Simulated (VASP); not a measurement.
Set up this calculation in VASP 6.6.1, as the native input.

```yaml
Task: single point
Functional: PBE
Potentials_or_basis: VASP PAW PBE potentials, release 64 (Sr_sv, V_sv, O)
Cutoff: 520 eV
k_mesh: 6 × 6 × 6
Occupations: fermi-dirac, width 0.05 eV
Spin: collinear spin, ferromagnetic start
Starting_moments: "[0.0, 2.0, 0.0, 0.0, 0.0] μB"
Dipole_correction: no
Further_INCAR_settings: ALGO = Normal; EDIFF = 1e-07; NBANDS = 32
```

The structure of SrVO3 lies in POSCAR:

```
SrVO3
1.0
    3.8409000000      0.0000000000      0.0000000000
    0.0000000000      3.8409000000      0.0000000000
    0.0000000000      0.0000000000      3.9945360000
Sr V O
1 1 3
Direct
    0.5000000000      0.5000000000      0.5000000000
    0.0000000000      0.0000000000      0.0000000000
    0.0000000000      0.0000000000      0.5000000000
    0.0000000000      0.5000000000      0.0000000000
    0.5000000000      0.0000000000      0.0000000000
```

One way to write it, as run:

INCAR

```
  PREC = Accurate
  ENCUT = 520
  EDIFF = 1E-7
  ISMEAR = -1
  SIGMA = 0.05
  LREAL = F
  LASPH = T
  NELM = 150
  ALGO = Normal
  ISIF = 2
  LWAVE = F
  LCHARG = F
  ISPIN = 2
  MAGMOM = 0 2 0 0 0
  LORBIT = 11
  LMAXMIX = 4
  GGA = PE
  NBANDS = 32
```

KPOINTS

```
Automatic mesh
0
Gamma
  6 6 6
```

Potentials or basis: VASP PAW PBE potentials, release 64 (Sr_sv, V_sv, O).

Command:

```sh
$ cat potpaw_PBE.64/Sr_sv/POTCAR potpaw_PBE.64/V_sv/POTCAR potpaw_PBE.64/O/POTCAR > POTCAR
$ mpirun -np 1 vasp_std > vasp.out
```

It gave:

```json
{"Pressure": "-2.9 GPa", "Net moment": "0.50 μB per cell", "Site moments": "Sr +0.00; V +0.48; O -0.01 μB", "Valence electrons inside the program's atomic spheres": "Sr 8.00; V 11.50; O 5.01, 5.04 (each value once)"}
```

Caveat: the stress differs along the axes, from -8 to -1 GPa; a moment this small can come from the mesh or the smearing.

It took 2.7 min on 1 thread of Intel(R) Xeon(R) Platinum 8488C (Sapphire Rapids) (shared host), peak memory 0.27 GiB.
